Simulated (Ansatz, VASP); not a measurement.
## Ir in VASP and in Ansatz

```
CELL_PARAMETERS angstrom
0.00000 1.90609 1.90609
1.90609 0.00000 1.90609
1.90609 1.90609 0.00000
ATOMIC_POSITIONS crystal
Ir 0.00000 0.00000 0.00000
```

Alike in both runs: task single point; functional LDA; k mesh 5 × 5 × 5; occupations fermi-dirac, width 0.1 eV; no spin polarisation.

|  | VASP | Ansatz |
| --- | --- | --- |
| version | VASP 6.6.1 | Ansatz 0.2.0 |
| potentials or method | VASP PAW LDA potentials, release 64 (Ir_sv_GW), cutoff 560 eV | plane waves (420 eV) with PAW, scalar-relativistic |
| valence electrons in the cell | 17 | 17 |

Ansatz gave:

```
pressure (GPa) : 4.9
```

Question: Estimate VASP's values.

Answer: Pressure (GPa): 4.5.

Ansatz warns that its potentials were made for another functional, while VASP's fit it. LDA's correlation is that of Perdew and Zunger in VASP and of Perdew and Wang (1992) in Ansatz.

The k mesh is coarse, so the values compare programs but aren't converged. Spin-orbit coupling is off throughout.
